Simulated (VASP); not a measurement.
# Cd2S (P1) in VASP: single point with PBEsol

Aim: the single point of Cd2S with PBEsol.

Everything below comes from runs of VASP 6.6.1. Logs are shortened: lines on timing, memory, paths and dates and some standing lists are left out, and cuts for length are marked.

### Step 1. The cell of the first run

The typed cell holds 3 atoms: a = 3.963 Å, b = 3.963 Å, c = 5.809 Å, α = 90.00°, β = 90.00°, γ = 120.00°.

### Step 2. Single point, PBEsol (one atom moved)

INCAR reads:

```
ALGO = Normal
EDIFF = 1E-6
ENCUT = 520
GGA = PS
ISIF = 2
ISMEAR = 0
LASPH = True
LCHARG = False
LREAL = False
LWAVE = False
NBANDS = 22
NELM = 60
PREC = Accurate
SIGMA = 0.05
```

KPOINTS reads:

```
k-points
0
Gamma
  12 12 6
```

POSCAR reads:

```
Cd2S
1.0
    3.9626700490      0.0000000000      0.0000000000
   -1.9813350245      3.4317729293      0.0000000000
    0.0000000000      0.0000000000      5.8091920000
Cd S
2 1
Direct
    0.6666666700      0.3333333300      0.5787350000
    0.3446893095      0.6666666700      0.9327170000
    0.3333333300      0.6666666700      0.3657050000
```

Potentials or basis: VASP PAW PBE potentials, release 64 (Cd, S).

On the command line:

```console
$ cat potpaw_PBE.64/Cd/POTCAR potpaw_PBE.64/S/POTCAR > POTCAR
$ mpirun -np 1 vasp_std > vasp.out
```

OUTCAR:

```text
EDIFF = 1E-6
   ENCUT = 520
   GGA = PS
   ISIF = 2
   ISMEAR = 0
   LASPH = True
   LREAL = False
   NELM = 60
   PREC = Accurate

 ion  position               nearest neighbor table
   1  0.667  0.333  0.579-   3 2.60   3 2.60   3 2.60   2 3.05   2 3.08   2 3.11
   2  0.345  0.667  0.933-   3 2.52   1 3.05   1 3.08   1 3.11
   3  0.333  0.667  0.366-   2 2.52   1 2.60   1 2.60   1 2.60

  LATTYP: Found a hexagonal cell.
 ALAT       =     3.9626700490
 C/A-ratio  =     1.4659792332

  Lattice vectors:

 A1 = (   3.9626700490,   0.0000000000,   0.0000000000)
 A2 = (  -1.9813350245,   3.4317729293,   0.0000000000)
 A3 = (   0.0000000000,   0.0000000000,   5.8091920000)

Analysis of symmetry for initial positions (statically):
=====================================================================
 Subroutine PRICEL returns:
 Original cell was already a primitive cell.

 Routine SETGRP: Setting up the symmetry group for a
 hexagonal supercell.

 Subroutine GETGRP returns: Found  1 space group operations
 (whereof  1 operations were pure point group operations)
 out of a pool of 24 trial point group operations.

The static configuration has the point symmetry C_1 .

Analysis of symmetry for dynamics (positions and initial velocities):
=====================================================================
 Subroutine PRICEL returns:
 Original cell was already a primitive cell.

 Routine SETGRP: Setting up the symmetry group for a
 hexagonal supercell.

 Subroutine GETGRP returns: Found  1 space group operations
 (whereof  1 operations were pure point group operations)
 out of a pool of 24 trial point group operations.

The dynamic configuration has the point symmetry C_1 .

 Subroutine INISYM returns: Found  1 space group operations
 (whereof  1 operations are pure point group operations),
 and found     1 'primitive' translations

----------------------------------------------------------------------------------------

                                     Primitive cell

  volume of cell :      78.9991

  direct lattice vectors                    reciprocal lattice vectors
     3.962670049  0.000000000  0.000000000     0.252355101  0.145697285  0.000000000
    -1.981335025  3.431772929  0.000000000     0.000000000  0.291394571  0.000000000
     0.000000000  0.000000000  5.809192000     0.000000000  0.000000000  0.172140979

  length of vectors
     3.962670049  3.962670049  5.809192000     0.291394571  0.291394571  0.172140979

  position of ions in fractional coordinates (direct lattice)
     0.666666670  0.333333330  0.578735000
     0.344689309  0.666666670  0.932717000
     0.333333330  0.666666670  0.365705000

  ion indices of the primitive-cell ions
   primitive index   ion index
                 1           1
                 2           2
                 3           3

----------------------------------------------------------------------------------------

 KPOINTS: k-points

Automatic generation of k-mesh.
 Grid dimensions read from file:
 generate k-points for:   12   12    6

 Generating k-lattice:

  Cartesian coordinates                     Fractional coordinates (reciprocal lattice)
     0.021029592  0.012141440  0.000000000     0.083333333 -0.000000000  0.000000000
     0.000000000  0.024282881  0.000000000     0.000000000  0.083333333  0.000000000
     0.000000000  0.000000000  0.028690163     0.000000000  0.000000000  0.166666667

  Length of vectors
     0.024282881  0.024282881  0.028690163

  Shift w.r.t. Gamma in fractional coordinates (k-lattice)
     0.000000000  0.000000000  0.000000000

 Subroutine IBZKPT returns following result:
 ===========================================

 Found    436 irreducible k-points:

 Following reciprocal coordinates:
            Coordinates               Weight
  0.000000  0.000000  0.000000      1.000000
  0.083333 -0.000000  0.000000      2.000000
  0.000000  0.083333  0.000000      2.000000
 -0.083333  0.083333  0.000000      2.000000
  0.166667 -0.000000  0.000000      2.000000
  0.000000  0.166667  0.000000      2.000000
[... 16 lines left out ...]
  0.166667  0.083333  0.000000      2.000000
 -0.083333  0.250000  0.000000      2.000000
 [... further k-points ...]
   k-points           NKPTS =    436   k-points in BZ     NKDIM =    436   number of bands    NBANDS=     22
   number of dos      NEDOS =    301   number of ions     NIONS =      3
   total plane-waves  NPLWV =  43200
   dimension x,y,z NGX =    30 NGY =   30 NGZ =   48
   dimension x,y,z NGXF=    60 NGYF=   60 NGZF=   96
   ions per type =               2   1
   NGX,Y,Z   is equivalent  to a cutoff of  12.59, 12.59, 13.74 a.u.
   NGXF,Y,Z  is equivalent  to a cutoff of  25.17, 25.17, 27.47 a.u.
 SYSTEM =  unknown system
   PREC   = accura    normal or accurate (medium, high low for compatibility)
   ISTART =      0    job   : 0-new  1-cont  2-samecut
   ICHARG =      2    charge: 1-file 2-atom 10-const
   ISPIN  =      1    spin polarized calculation?
   LNONCOLLINEAR =      F non collinear calculations
   LSORBIT =      F    spin-orbit coupling
   LASPH  =      T    aspherical Exc in radial PAW
   ENCUT  =  520.0 eV  38.22 Ry    6.18 a.u.   7.37  7.37 10.80*2*pi/ulx,y,z
   NELM   =     60;   NELMIN=  2; NELMDL= -5     # of ELM steps
   EDIFF  = 0.1E-05   stopping-criterion for ELM
   LREAL  =      F    real-space projection
[... 7 lines left out ...]
   TEBEG  =    0.0;   TEEND  =   0.0 temperature during run
   PSTRESS=    0.0 pullay stress
   NELECT =      30.0000    total number of electrons
   NUPDOWN=      -1.0000    fix difference up-down
   EMIN   =  10.00;   EMAX   =-10.00  energy-range for DOS
   EFERMI =   0.00;   METHOD = LEGACY
   ISMEAR =     0;   SIGMA  =   0.05  broadening in eV -4-tet -1-fermi 0-gaus
   EFERMI_NEDOS =   21; number of points for ismear=-14 and -15
   IALGO  =     38    algorithm
   IMIX   =      4    mixing-type and parameters
     AMIX     =   0.40;   BMIX     =  1.00
     AMIX_MAG =   1.60;   BMIX_MAG =  1.00
  volume/ion in A,a.u.               =      26.33       177.70
  Fermi-wavevector in a.u.,A,eV,Ry     =   1.185517  2.240303 19.122322  1.405451
  Thomas-Fermi vector in A             =   2.321709
   LORBIT       =      0    0 simple, 1 ext, 2 COOP (PROOUT), +10 PAW based schemes
   GGA     = PS    functional components
   LHFCALC =     F    Hartree Fock is set to
   AEXX    =    0.0000 exact exchange contribution
   IVDW    =     0    specifies the selected vdW correction
   LEPSILON=     F    determine dielectric tensor
   LRPA    =     F    only Hartree local field effects (RPA)
 non-spin polarized calculation
 Gauss-broadening in eV      SIGMA  =   0.05
  energy-cutoff  :      520.00
  volume of cell :       79.00
 maximum number of plane-waves:      2157
 NGX is ok and might be reduce to    30
   NGX = 15   NGY = 15   NGZ = 21

 number of electron      30.0000002 magnetization

 Free energy of the ion-electron system (eV)
  ---------------------------------------------------
  ext. energy  EPLUGINS =         0.00000000
  ---------------------------------------------------
  free energy    TOTEN  =        -7.26702780 eV

  energy without entropy =       -7.26692565  energy(sigma->0) =       -7.26697673

 E-fermi :   1.3844     XC(G=0):  -9.4944

 val. band max:        1.3367181522   @ k =  -0.3333  -0.3333   0.1667
 cond. band min:       1.4216868120   @ k =   0.5000   0.5000   0.1667
 fundamental gap:      0.0849686598
 Fermi energy:         1.3844071687

 k-point     1 :       0.0000    0.0000    0.0000
  band No.  band energies     occupation
      1     -11.4097      2.00000
      2      -7.1078      2.00000
      3      -7.0819      2.00000
      4      -7.0117      2.00000
      5      -7.0063      2.00000
      6      -6.9213      2.00000
[... 14 lines left out ...]
     21       9.5453      0.00000
     22      11.1149      0.00000

 k-point     2 :       0.0833   -0.0000    0.0000
  band No.  band energies     occupation
      1     -11.3855      2.00000
      2      -7.1075      2.00000
      3      -7.0857      2.00000
      4      -7.0109      2.00000
      5      -6.9908      2.00000
      6      -6.8986      2.00000
[... 14 lines left out ...]
     21       9.5416      0.00000
     22      11.1946      0.00000

 k-point     3 :       0.0000    0.0833    0.0000
  band No.  band energies     occupation
      1     -11.3855      2.00000
      2      -7.1091      2.00000
      3      -7.0833      2.00000
      4      -7.0088      2.00000
      5      -6.9929      2.00000
      6      -6.8993      2.00000
[... 14 lines left out ...]
     21       9.5179      0.00000
     22      11.2002      0.00000

 k-point     4 :      -0.0833    0.0833    0.0000
  band No.  band energies     occupation
      1     -11.3854      2.00000
      2      -7.1109      2.00000
      3      -7.0806      2.00000
      4      -7.0062      2.00000
      5      -6.9955      2.00000
      6      -6.9004      2.00000
[... 14 lines left out ...]
     21       9.4869      0.00000
     22      11.2022      0.00000

 k-point     5 :       0.1667   -0.0000    0.0000
  band No.  band energies     occupation
      1     -11.3192      2.00000
      2      -7.1084      2.00000
      3      -7.0924      2.00000
      4      -7.0050      2.00000
      5      -6.9474      2.00000
      6      -6.8552      2.00000
[... 417 lines left out ...]
 k-point    22 :      -0.1667    0.0833    0.0000
  band No.  band energies     occupation
      1     -11.3402      2.00000
      2      -7.1122      2.00000
      3      -7.0844      2.00000
      4      -7.0038      2.00000
      5      -6.9656      2.00000
      6      -6.8655      2.00000
[... 14 lines left out ...]
     21       9.3074      0.00000
     22      10.8123      0.00000

 k-point    23 :       0.1667    0.0833    0.0000
  band No.  band energies     occupation
      1     -11.2613      2.00000
      2      -7.1157      2.00000
      3      -7.0907      2.00000
      4      -6.9973      2.00000
      5      -6.9114      2.00000
      6      -6.8373      2.00000
[... 14 lines left out ...]
     21       9.2047      0.00000
     22      10.1984      0.00000

 k-point    24 :      -0.0833    0.2500    0.0000
  band No.  band energies     occupation
      1     -11.2610      2.00000
      2      -7.1119      2.00000
      3      -7.0896      2.00000
      4      -6.9913      2.00000
      5      -6.9232      2.00000
      6      -6.8349      2.00000
[... 14 lines left out ...]
     21       9.1899      0.00000
     22      10.1534      0.00000

 [... further k-points ...]

------------------------ aborting loop because EDIFF is reached ----------------------------------------

  FORCE on cell =-STRESS in cart. coord.  units (eV):
  Direction    XX          YY          ZZ          XY          YZ          ZX
  --------------------------------------------------------------------------------------
  -------------------------------------------------------------------------------------
  Total       -1.2273216     -1.2308804     -1.6288543      0.0204895     -0.0000055      0.0294620
  in kB      -24.8912535    -24.9634291    -33.0347193      0.4155462     -0.0001114      0.5975170
  external PRESSURE =     -27.6298007 kB  Pullay stress =       0.0000000 kB

 VOLUME and BASIS-vectors are now :
 -----------------------------------------------------------------------------
  energy-cutoff  :      520.00
  volume of cell :       79.00
      direct lattice vectors                 reciprocal lattice vectors
     3.962670049  0.000000000  0.000000000     0.252355101  0.145697285  0.000000000
    -1.981335025  3.431772929  0.000000000     0.000000000  0.291394571  0.000000000
     0.000000000  0.000000000  5.809192000     0.000000000  0.000000000  0.172140979

 POSITION                                       TOTAL-FORCE (eV/Angst)
 -----------------------------------------------------------------------------------
      1.98134      1.14392      3.36198         0.004408     -0.000717     -0.113855
      0.04500      2.28785      5.41833        -0.000447     -0.000079      0.012558
     -0.00000      2.28785      2.12445        -0.003961      0.000796      0.101297
 -----------------------------------------------------------------------------------
    total drift:                               -0.000299      0.000001     -0.000232

  FREE ENERGIE OF THE ION-ELECTRON SYSTEM (eV)
  ---------------------------------------------------
  free  energy   TOTEN  =        -7.2670278030 eV

  energy  without entropy=       -7.2669256548  energy(sigma->0) =       -7.26697673
```

It took 7.4 min on 1 thread of AMD EPYC 7R13 (Zen 3), shared host; peak memory 0.67 GiB.

What came out:

```yaml
Free_energy: -7.2670 eV
Pressure: -2.8 GPa
Largest_force: 0.114 eV/Å
Band_gap_on_the_k_mesh: 0.09 eV (least direct gap 0.37 eV)
```

Forces on the atoms (eV/Å):
```
Cd   0.004 -0.001 -0.114
Cd   0.000  0.000  0.013
S   -0.004  0.001  0.101
```

Levels at points of the mesh, in eV from the valence-band top:
```
           k point  band 12  band 13  band 14  band 15  band 16  band 17  band 18  band 19
(0.00, 0.00, 0.00)    -4.60    -3.81    -0.81    -0.80     3.01     4.88     6.63     6.68
(0.50, 0.00, 0.00)    -4.58    -3.10    -1.69    -1.39     0.47     2.99     4.54     5.69
(0.00, 0.50, 0.00)    -4.59    -3.10    -1.69    -1.37     0.45     3.00     4.54     5.69
(0.50, 0.50, 0.00)    -4.59    -3.10    -1.69    -1.35     0.42     3.01     4.54     5.69
(0.00, 0.00, 0.50)    -6.06    -0.73    -0.72    -0.31     0.98     4.59     6.23     6.28
(0.50, 0.00, 0.50)    -4.18    -3.84    -1.48    -1.11     1.48     3.20     4.34     5.54
(0.00, 0.50, 0.50)    -4.18    -3.84    -1.48    -1.11     1.47     3.20     4.35     5.53
(0.50, 0.50, 0.50)    -4.18    -3.83    -1.48    -1.11     1.46     3.20     4.35     5.53
```

Caveat: the cell differs from its parent crystal (one atom moved); the PAW data sets were made with another functional, which shifts forces and pressure a little. A k mesh can miss the band edges.
